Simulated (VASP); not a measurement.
Crystal: Hf.

```
Hf
1.0
     3.19670    0.00000    0.00000
    -1.59835    2.76842    0.00000
     0.00000    0.00000    5.05780
Hf
2
Direct
  0.66667 0.33333 0.75000
  0.33333 0.66667 0.25000
```

- Program: VASP 6.6.1
- Task: relaxation of cell and atoms
- Functional: PBE
- Dispersion: D3(BJ)
- Potentials or basis: VASP PAW PBE potentials, release 64 (Hf_pv)
- Cutoff: 600 eV
- k mesh: 10 × 10 × 5
- Occupations: fermi-dirac, width 0.05 eV
- Spin: no spin polarisation

At the start: pressure -3.2 GPa; volume 22.38 Å³/atom.

**Question.** Where does the relaxation end?

**Answer.** Over 3 steps the energy falls by 6.7 meV/atom and the volume is 21.73 Å³/atom (-2.9 %); space group P6_3/mmc (No. 194, to 0.05 Å).

The path:
```
step  energy change (eV)  largest force (eV/Å)  pressure (GPa)  volume (Å³)
   1              0.0000                0.0000           -3.20        44.76
   2              0.0065                0.0000            4.30        41.93
   3             -0.0134                0.0000           -0.02        43.46
```

Final structure:
```cif
data_structure
_symmetry_space_group_name_H-M 'P 1'
_symmetry_Int_Tables_number 1
_cell_length_a 3.1669
_cell_length_b 3.1669
_cell_length_c 5.0036
_cell_angle_alpha 90.000
_cell_angle_beta 90.000
_cell_angle_gamma 120.000
_cell_volume 43.46
loop_
_atom_site_label
_atom_site_type_symbol
_atom_site_fract_x
_atom_site_fract_y
_atom_site_fract_z
_atom_site_occupancy
Hf1 Hf 0.66667 0.33333 0.75000 1
Hf2 Hf 0.33333 0.66667 0.25000 1
```

Caveat: pairwise dispersion overbinds metals, which lowers pressure and volume.
